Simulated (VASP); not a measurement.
A run of VASP 6.6.1 is set up as follows.

INCAR

```
PREC = Accurate
ENCUT = 520
EDIFF = 1E-6
ISMEAR = -1
SIGMA = 0.05
LREAL = False
LASPH = True
NELM = 80
ALGO = Normal
ISIF = 2
LWAVE = False
LCHARG = True
GGA = PS
LELF = True
LVHAR = True
NBANDS = 20
```

KPOINTS

```
regular mesh
0
Gamma
  9 9 4
```

File POSCAR:

```
MoS2
1.0
    3.2058030729      0.0000000000      0.0000000000
   -1.6029015365      2.7763069006      0.0000000000
    0.0000000000      0.0000000000      6.2701065500
Mo S
1 2
Direct
    0.0000000000      0.0000000000      0.5000000000
    0.6666666667      0.3333333333      0.7446806800
    0.3333333333      0.6666666667      0.2553193200
```

Potentials or basis: VASP PAW PBE potentials, release 64 (Mo_sv, S).

Command:

```console
$ cat potpaw_PBE.64/Mo_sv/POTCAR potpaw_PBE.64/S/POTCAR > POTCAR
$ mpirun -np 1 vasp_std > vasp.out
```

Estimate the largest force.

0.355 eV/Å.

Predict the band gap on the k mesh.

zero (band 13 reaches 7.72 eV, above the bottom of band 14 at 6.73 eV).

Forces in eV/Å, atoms in the order of the input:
```
Mo   0.000  0.000  0.000
S    0.000  0.000  0.355
S    0.000  0.000 -0.355
```

Caveat: the PAW data sets were made with another functional, which shifts forces and pressure a little.
